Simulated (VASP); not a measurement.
# Cr (Fm-3m) in VASP: further runs

Runs on Cr. Level: PBE. Tasks: single point.

Program: VASP 6.6.1. These are calculated values, not measurements. Logs are shortened: lines on timing, memory, paths and dates and some standing lists are left out, and cuts for length are marked.

## 1. The cell of the first run

It takes space group Fm-3m (No. 225, cubic). Conventional cell: a = 3.624 Å, b = 3.624 Å, c = 3.624 Å, α = 90.00°, β = 90.00°, γ = 90.00°. Within 3.4 Å of Cr (site symmetry m-3m) lie 12 Cr at 2.56 Å.

## 2. Single point, PBE

The input, INCAR:

```
SYSTEM = Cr
ALGO = Normal
EDIFF = 1E-6
ENCUT = 500
GGA = PE
GGA_COMPAT = .False.
ISIF = 2
ISMEAR = -1
LASPH = .True.
LCHARG = .False.
LREAL = .False.
LWAVE = .False.
NBANDS = 12
NELM = 120
PREC = Accurate
SIGMA = 0.1
```

The input, KPOINTS:

```
k-points
0
Gamma
  8 8 8
  0 0 0
```

The input, POSCAR:

```
Cr
1.0
    0.0000000000      1.8122410380      1.8122410380
    1.8122410380      0.0000000000      1.8122410380
    1.8122410380      1.8122410380      0.0000000000
Cr
1
Direct
    0.0000000000      0.0000000000      0.0000000000
```

Potentials or basis: VASP PAW PBE potentials, release 64 (Cr_pv).

On the command line:

```console
cat potpaw_PBE.64/Cr_pv/POTCAR > POTCAR
mpirun -np 1 vasp_std > vasp.out
```

OUTCAR:

```text
SYSTEM = Cr
   EDIFF = 1E-6
   ENCUT = 500
   GGA = PE
   ISIF = 2
   ISMEAR = -1
   LASPH = .True.
   LREAL = .False.
   NELM = 120
   PREC = Accurate

 ion  position               nearest neighbor table
   1  0.000  0.000  0.000-

  LATTYP: Found a face centered cubic cell.
 ALAT       =     3.6244820760

  Lattice vectors:

 A1 = (   0.0000000000,   1.8122410380,   1.8122410380)
 A2 = (   1.8122410380,   0.0000000000,   1.8122410380)
 A3 = (   1.8122410380,   1.8122410380,   0.0000000000)

Analysis of symmetry for initial positions (statically):
=====================================================================
 Subroutine PRICEL returns:
 Original cell was already a primitive cell.

 Routine SETGRP: Setting up the symmetry group for a
 face centered cubic supercell.

 Subroutine GETGRP returns: Found 48 space group operations
[... 9 lines left out ...]

 Routine SETGRP: Setting up the symmetry group for a
 face centered cubic supercell.

 Subroutine GETGRP returns: Found 48 space group operations
[... 11 lines left out ...]
                                     Primitive cell

  volume of cell :      11.9036

  direct lattice vectors                    reciprocal lattice vectors
     0.000000000  1.812241038  1.812241038    -0.275901489  0.275901489  0.275901489
     1.812241038  0.000000000  1.812241038     0.275901489 -0.275901489  0.275901489
     1.812241038  1.812241038  0.000000000     0.275901489  0.275901489 -0.275901489

  length of vectors
     2.562895854  2.562895854  2.562895854     0.477875396  0.477875396  0.477875396

  position of ions in fractional coordinates (direct lattice)
     0.000000000  0.000000000  0.000000000

  ion indices of the primitive-cell ions
   primitive index   ion index
                 1           1

----------------------------------------------------------------------------------------

 KPOINTS: k-points

Automatic generation of k-mesh.
 Grid dimensions read from file:
 generate k-points for:    8    8    8

 Generating k-lattice:

  Cartesian coordinates                     Fractional coordinates (reciprocal lattice)
    -0.034487686  0.034487686  0.034487686     0.125000000  0.000000000  0.000000000
     0.034487686 -0.034487686  0.034487686     0.000000000  0.125000000  0.000000000
     0.034487686  0.034487686 -0.034487686     0.000000000  0.000000000  0.125000000

  Length of vectors
     0.059734425  0.059734425  0.059734425

  Shift w.r.t. Gamma in fractional coordinates (k-lattice)
     0.000000000  0.000000000  0.000000000

 Subroutine IBZKPT returns following result:
 ===========================================

 Found     29 irreducible k-points:

 Following reciprocal coordinates:
            Coordinates               Weight
  0.000000  0.000000  0.000000      1.000000
  0.125000  0.000000  0.000000      8.000000
  0.250000  0.000000  0.000000      8.000000
  0.375000  0.000000  0.000000      8.000000
  0.500000  0.000000  0.000000      4.000000
  0.125000  0.125000  0.000000      6.000000
[... 16 lines left out ...]
  0.500000  0.250000  0.125000     48.000000
 -0.375000  0.250000  0.125000     24.000000
 [... further k-points ...]
   k-points           NKPTS =     29   k-points in BZ     NKDIM =     29   number of bands    NBANDS=     12
   number of dos      NEDOS =    301   number of ions     NIONS =      1
   total plane-waves  NPLWV =   8000
   dimension x,y,z NGX =    20 NGY =   20 NGZ =   20
   dimension x,y,z NGXF=    40 NGYF=   40 NGZF=   40
   ions per type =               1
   NGX,Y,Z   is equivalent  to a cutoff of  12.97, 12.97, 12.97 a.u.
   NGXF,Y,Z  is equivalent  to a cutoff of  25.95, 25.95, 25.95 a.u.
 SYSTEM =  Cr
   PREC   = accura    normal or accurate (medium, high low for compatibility)
   ISTART =      0    job   : 0-new  1-cont  2-samecut
   ICHARG =      2    charge: 1-file 2-atom 10-const
   ISPIN  =      1    spin polarized calculation?
   LNONCOLLINEAR =      F non collinear calculations
   LSORBIT =      F    spin-orbit coupling
   LASPH  =      T    aspherical Exc in radial PAW
   ENCUT  =  500.0 eV  36.75 Ry    6.06 a.u.   4.67  4.67  4.67*2*pi/ulx,y,z
   NELM   =    120;   NELMIN=  2; NELMDL= -5     # of ELM steps
   EDIFF  = 0.1E-05   stopping-criterion for ELM
   LREAL  =      F    real-space projection
   EDIFFG = 0.1E-04   stopping-criterion for IOM
   NSW    =      0    number of steps for IOM
   IBRION =     -1    ionic relax: 0-MD 1-quasi-New 2-CG
   NFREE  =      0    steps in history (QN), initial steepest desc. (CG)
   ISIF   =      2    stress and relaxation
   ISYM   =      2    0-nonsym 1-usesym 2-fastsym
   POTIM  = 0.5000    time-step for ionic-motion
   TEBEG  =    0.0;   TEEND  =   0.0 temperature during run
   PSTRESS=    0.0 pullay stress
   NELECT =      12.0000    total number of electrons
   NUPDOWN=      -1.0000    fix difference up-down
   EMIN   =  10.00;   EMAX   =-10.00  energy-range for DOS
   EFERMI =   0.00;   METHOD = LEGACY
   ISMEAR =    -1;   SIGMA  =   0.10  broadening in eV -4-tet -1-fermi 0-gaus
   EFERMI_NEDOS =   21; number of points for ismear=-14 and -15
   IALGO  =     38    algorithm
   IMIX   =      4    mixing-type and parameters
     AMIX     =   0.40;   BMIX     =  1.00
     AMIX_MAG =   1.60;   BMIX_MAG =  1.00
  volume/ion in A,a.u.               =      11.90        80.33
  Fermi-wavevector in a.u.,A,eV,Ry     =   1.641507  3.101998 36.661494  2.694544
  Thomas-Fermi vector in A             =   2.731965
   LORBIT       =      0    0 simple, 1 ext, 2 COOP (PROOUT), +10 PAW based schemes
   GGA     = PE    functional components
   LHFCALC =     F    Hartree Fock is set to
   AEXX    =    0.0000 exact exchange contribution
   IVDW    =     0    specifies the selected vdW correction
   LEPSILON=     F    determine dielectric tensor
   LRPA    =     F    only Hartree local field effects (RPA)
 non-spin polarized calculation
  energy-cutoff  :      500.00
  volume of cell :       11.90
 maximum number of plane-waves:       314
   NGX =  9   NGY =  9   NGZ =  9

 number of electron      12.0000010 magnetization

 Free energy of the ion-electron system (eV)
  ---------------------------------------------------
  ext. energy  EPLUGINS =         0.00000000
  ---------------------------------------------------
  free energy    TOTEN  =        -9.15346827 eV

  energy without entropy =       -9.09055013  energy(sigma->0) =       -9.12200920

 E-fermi :  10.2492     XC(G=0): -13.4903

 val. band max:       10.2103381553   @ k =   0.2500   0.1250   0.0000
 cond. band min:      10.3428833005   @ k =   0.3750   0.1250   0.0000
 fundamental gap:      0.1325451453
 Fermi energy:        10.2492311495

 k-point     1 :       0.0000    0.0000    0.0000
  band No.  band energies     occupation
      1     -32.1085      2.00000
      2     -32.1085      2.00000
      3     -32.1085      2.00000
      4       2.8087      2.00000
      5       9.8501      1.96372
      6       9.8501      1.96372
      7       9.8501      1.96372
      8      11.5975      0.00000
      9      11.5975      0.00000
     10      17.7622      0.00000
     11      30.0954      0.00000
     12      35.6932      0.00000

 k-point     2 :       0.1250    0.0000    0.0000
  band No.  band energies     occupation
      1     -32.2348      2.00000
      2     -32.1245      2.00000
      3     -32.1245      2.00000
      4       3.4259      2.00000
      5       9.5792      1.99754
      6      10.0320      1.79540
      7      10.0320      1.79540
      8      11.5112      0.00001
      9      11.5112      0.00001
     10      17.7619      0.00000
     11      29.9875      0.00000
     12      32.2797      0.00000

 k-point     3 :       0.2500    0.0000    0.0000
  band No.  band energies     occupation
      1     -32.5332      2.00000
      2     -32.1626      2.00000
      3     -32.1626      2.00000
      4       4.9754      2.00000
      5       9.2028      1.99994
      6      10.1409      1.49437
      7      10.1409      1.49437
      8      11.7140      0.00000
      9      11.7140      0.00000
     10      17.7613      0.00000
     11      26.2194      0.00000
     12      30.8396      0.00000

 k-point     4 :       0.3750    0.0000    0.0000
  band No.  band energies     occupation
      1     -32.8235      2.00000
      2     -32.2005      2.00000
      3     -32.2005      2.00000
      4       6.2003      2.00000
      5       9.8766      1.95296
      6       9.8766      1.95296
      7       9.9455      1.90844
      8      12.4173      0.00000
      9      12.4173      0.00000
     10      17.7589      0.00000
     11      21.8447      0.00000
     12      29.6232      0.00000

 k-point     5 :       0.5000    0.0000    0.0000
  band No.  band energies     occupation
      1     -32.9415      2.00000
      2     -32.2161      2.00000
      3     -32.2161      2.00000
      4       6.3964      2.00000
      5       9.7308      1.98885
      6       9.7308      1.98885
      7      11.1255      0.00031
      8      12.7888      0.00000
      9      12.7888      0.00000
     10      17.7525      0.00000
     11      19.6250      0.00000
     12      29.0545      0.00000

 k-point     6 :       0.1250    0.1250    0.0000
  band No.  band energies     occupation
      1     -32.2316      2.00000
      2     -32.1520      2.00000
      3     -32.1520      2.00000
      4       3.6259      2.00000
      5       9.3595      1.99973
      6      10.1975      1.25294
      7      10.1975      1.25294
      8      11.1363      0.00028
      9      11.7582      0.00000
     10      17.7619      0.00000
     11      30.4227      0.00000
     12      32.8801      0.00000

 k-point     7 :       0.2500    0.1250    0.0000
  band No.  band energies     occupation
      1     -32.4517      2.00000
      2     -32.1983      2.00000
      3     -32.1860      2.00000
      4       4.8722      2.00000
      5       8.8889      2.00000
      6      10.2103      1.19205
      7      10.4822      0.17740
      8      11.2357      0.00010
      9      11.9947      0.00000
     10      17.7616      0.00000
     11      28.1046      0.00000
     12      30.8213      0.00000

 k-point     8 :       0.3750    0.1250    0.0000
  band No.  band energies     occupation
      1     -32.7273      2.00000
      2     -32.2395      2.00000
      3     -32.2361      2.00000
      4       6.3432      2.00000
      5       8.8936      2.00000
      6       9.7121      1.99074
      7      10.3429      0.56321
      8      12.4921      0.00000
      9      12.5574      0.00000
     10      17.7603      0.00000
     11      23.4194      0.00000
     12      29.6663      0.00000
[... 166 lines left out ...]
 k-point    20 :      -0.3750    0.3750    0.0000
  band No.  band energies     occupation
      1     -32.7502      2.00000
      2     -32.5849      2.00000
      3     -32.3402      2.00000
      4       7.1661      2.00000
      5       7.7562      2.00000
      6      10.1415      1.49188
      7      11.7667      0.00000
      8      12.6557      0.00000
      9      17.7553      0.00000
     10      18.3966      0.00000
     11      19.7146      0.00000
     12      22.9122      0.00000

 k-point    21 :       0.5000    0.5000    0.0000
  band No.  band energies     occupation
      1     -32.8853      2.00000
      2     -32.4022      2.00000
      3     -32.4022      2.00000
      4       6.1974      2.00000
      5       7.0267      2.00000
      6      12.7606      0.00000
      7      13.0999      0.00000
      8      13.0999      0.00000
      9      13.9974      0.00000
     10      17.7572      0.00000
     11      22.6161      0.00000
     12      25.4591      0.00000

 k-point    22 :       0.3750    0.2500    0.1250
  band No.  band energies     occupation
      1     -32.6039      2.00000
      2     -32.3142      2.00000
      3     -32.2129      2.00000
      4       6.1497      2.00000
      5       8.4684      2.00000
      6       9.7082      1.99110
      7      11.1919      0.00016
      8      11.2131      0.00013
      9      12.8573      0.00000
     10      17.7611      0.00000
     11      27.0413      0.00000
     12      27.1693      0.00000

 k-point    23 :       0.5000    0.2500    0.1250
  band No.  band energies     occupation
      1     -32.7584      2.00000
      2     -32.4050      2.00000
      3     -32.2594      2.00000
      4       7.2746      2.00000
      5       8.5109      2.00000
      6       9.1982      1.99995
      7      10.8839      0.00350
      8      12.2210      0.00000
      9      14.4667      0.00000
     10      17.7598      0.00000
     11      22.4774      0.00000
     12      26.7464      0.00000

 k-point    24 :      -0.3750    0.2500    0.1250
  band No.  band energies     occupation
      1     -32.8244      2.00000
      2     -32.4337      2.00000
      3     -32.2847      2.00000
      4       7.5189      2.00000
      5       8.3904      2.00000
      6       9.5334      1.99845
      7      10.6803      0.02648
      8      12.6491      0.00000
      9      16.1340      0.00000
     10      17.7526      0.00000
     11      19.5951      0.00000
     12      26.9113      0.00000

 [... further k-points ...]
[... 5 lines left out ...]
  --------------------------------------------------------------------------------------
  -------------------------------------------------------------------------------------
  Total        0.0107025      0.0107025      0.0107025     -0.0000000     -0.0000000      0.0000000
  in kB        1.4405103      1.4405103      1.4405103     -0.0000000     -0.0000000      0.0000000
  external PRESSURE =       1.4405103 kB  Pullay stress =       0.0000000 kB

 VOLUME and BASIS-vectors are now :
 -----------------------------------------------------------------------------
  energy-cutoff  :      500.00
  volume of cell :       11.90
      direct lattice vectors                 reciprocal lattice vectors
     0.000000000  1.812241038  1.812241038    -0.275901489  0.275901489  0.275901489
     1.812241038  0.000000000  1.812241038     0.275901489 -0.275901489  0.275901489
     1.812241038  1.812241038  0.000000000     0.275901489  0.275901489 -0.275901489

 POSITION                                       TOTAL-FORCE (eV/Angst)
 -----------------------------------------------------------------------------------
      0.00000      0.00000      0.00000         0.000000      0.000000      0.000000
 -----------------------------------------------------------------------------------
    total drift:                                0.000000      0.000000      0.000000

  FREE ENERGIE OF THE ION-ELECTRON SYSTEM (eV)
  ---------------------------------------------------
  free  energy   TOTEN  =        -9.1534682684 eV

  energy  without entropy=       -9.0905501259  energy(sigma->0) =       -9.12200920
```

Run time: 3.8 s. Hardware: 1 thread of Intel Xeon Platinum 8375C at 2.90GHz (Ice Lake), shared host; peak memory 0.12 GiB.

What came out:

| Property | Result |
| --- | --- |
| Free energy | -9.1535 eV |
| Pressure | 0.1 GPa |
| Band gap on the k mesh | zero (band 6 reaches 12.76 eV, above the bottom of band 7 at 9.85 eV) |

Levels at points of the mesh, in eV from the Fermi level:
| k point | band 2 | band 3 | band 4 | band 5 | band 6 | band 7 | band 8 | band 9 | band 10 | band 11 |
| --- | --- | --- | --- | --- | --- | --- | --- | --- | --- | --- |
| (0.00, 0.00, 0.00) | -42.36 | -42.36 | -7.44 | -0.40 | -0.40 | -0.40 | 1.35 | 1.35 | 7.51 | 19.85 |
| (0.50, 0.00, 0.00) | -42.47 | -42.47 | -3.85 | -0.52 | -0.52 | 0.88 | 2.54 | 2.54 | 7.50 | 9.38 |
| (0.50, 0.50, 0.00) | -42.65 | -42.65 | -4.05 | -3.22 | 2.51 | 2.85 | 2.85 | 3.75 | 7.51 | 12.37 |

Caveat: the k points lie up to 0.38 Å⁻¹ apart; the run has no spin polarisation, though such a crystal can be magnetic. Spin polarisation is off, so any magnetic state and its effect on volume and gap are missing.

[end of part 1 of 2]
